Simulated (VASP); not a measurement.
Set up this calculation in VASP 6.6.1, as the native input.

```
Task                   : single point
Functional             : PBE
Potentials or basis    : VASP PAW PBE potentials, release 64 (Zr_sv, Ta_pv, Zn)
Cutoff                 : 520 eV
k mesh                 : 4 × 4 × 4
Occupations            : gaussian, width 0.1 eV
Spin                   : no spin polarisation
Dipole correction      : no
Further INCAR settings : ALGO = Fast; EDIFF = 1e-06; NBANDS = 38
```

The structure of Zr3TaZn lies in POSCAR:

```
Zr3TaZn
1.0
    4.9041026135      0.0000000000      0.0000000000
    0.0000000000      4.9041026135      0.0000000000
    0.0000000000      0.0000000000      4.9041026135
Zr Ta Zn
3 1 1
Direct
    0.0000000000      0.5000000000      0.5000000000
    0.5000000000      0.0000000000      0.5000000000
    0.5000000000      0.5000000000      0.0000000000
    0.0000000000      0.0000000000      0.0000000000
    0.5000000000      0.5000000000      0.5000000000
```

The cell was generated, and may not be a known phase.

One way to write it, as run:

INCAR

```
SYSTEM = Zr3TaZn
ALGO     = Fast           ! electronic algorithm
EDIFF    = 1E-6           ! SCF threshold, eV
ENCUT    = 520            ! plane-wave cutoff, eV
GGA      = PE             ! functional
ISIF     = 2              ! what is computed and relaxed
ISMEAR   = 0              ! smearing method
LASPH    = .TRUE.         ! aspherical terms in the spheres
LCHARG   = .FALSE.        ! write CHGCAR
LREAL    = .FALSE.        ! projectors in reciprocal space
LWAVE    = .FALSE.        ! write WAVECAR
NBANDS   = 38             ! bands
NELM     = 80             ! most SCF steps
PREC     = Accurate       ! precision mode
SIGMA    = 0.1            ! smearing width, eV
```

KPOINTS

```
k-points
0
G
  4 4 4
  0 0 0
```

Potentials or basis: VASP PAW PBE potentials, release 64 (Zr_sv, Ta_pv, Zn).

Launch:

```bash
$ cat potpaw_PBE.64/Zr_sv/POTCAR potpaw_PBE.64/Ta_pv/POTCAR potpaw_PBE.64/Zn/POTCAR > POTCAR
$ mpirun -np 1 vasp_std > vasp.out
```

It gave:

| Item | Value |
| --- | --- |
| Pressure | 0.2 GPa |
| Band gap on the k mesh | zero (an odd number of electrons rules out a gap without spin polarisation) |

Caveat: spin-orbit coupling is left out, which moves the levels of the heavy elements.

It took 2.1 min on 1 thread of Intel(R) Xeon(R) Platinum 8375C CPU @ 2.90GHz (Ice Lake), with other jobs on the host, peak memory 0.22 GiB.
